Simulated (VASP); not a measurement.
Set up this calculation in VASP 6.6.1, as the native input.

```yaml
Task: single point
Functional: PBE
Potentials_or_basis: VASP PAW PBE potentials, release 64 (Si, N)
Cutoff: 520 eV
k_mesh: 4 × 4 × 10
Occupations: fermi-dirac, width 0.02 eV
Spin: no spin polarisation
Dipole_correction: no
Further_INCAR_settings: ALGO = Normal; EDIFF = 1e-06; NBANDS = 45
```

The structure of Si3N4 lies in POSCAR:

```
Si3N4
1.0
    7.4923522818      0.0000000000      0.0000000000
   -3.7461761409      6.4885674101      0.0000000000
    0.0000000000      0.0000000000      2.8630749213
Si N
6 8
Direct
    0.7646297749      0.1710319781      0.3256310758
    0.5935977968      0.7646297749      0.8256310758
    0.8289680219      0.5935977968      0.3256310758
    0.2353702251      0.8289680219      0.8256310758
    0.4064022032      0.2353702251      0.3256310758
    0.1710319781      0.4064022032      0.8256310758
    0.0267374743      0.3290167071      0.3256319242
    0.6977207671      0.0267374743      0.8256319242
    0.6709832929      0.6977207671      0.3256319242
    0.9732625257      0.6709832929      0.8256319242
    0.3022792329      0.9732625257      0.3256319242
    0.3290167071      0.3022792329      0.8256319242
    0.3333333333      0.6666666667     -0.1743889997
    0.6666666667      0.3333333333      0.3256110003
```

These files were run (other wordings do the same):

INCAR

```
ALGO = Normal ; EDIFF = 1E-6
ENCUT = 520 ; GGA = PE
ISIF = 2 ; ISMEAR = -1
LASPH = T ; LCHARG = T
LELF = T ; LREAL = F
LVHAR = T ; LWAVE = F
NBANDS = 45 ; NELM = 60
PREC = Accurate ; SIGMA = 0.02
```

KPOINTS

```
k-points
0
Gamma
  4 4 10
```

Potentials or basis: VASP PAW PBE potentials, release 64 (Si, N).

Command:

```sh
$ cat potpaw_PBE.64/Si/POTCAR potpaw_PBE.64/N/POTCAR > POTCAR
$ mpirun -np 1 vasp_std > vasp.out
```

Results of the run:

| Property | Result |
| --- | --- |
| Pressure | 17.5 GPa |
| Largest force | 0.017 eV/Å |
| Band gap on the k mesh | 4.51 eV (least direct gap 4.70 eV) |

Caveat: the cell stands under pressure.

Wall time 100 s on 1 thread of AMD EPYC 9R45 96-Core Processor (Zen 5), on a shared host, peak memory 0.28 GiB.
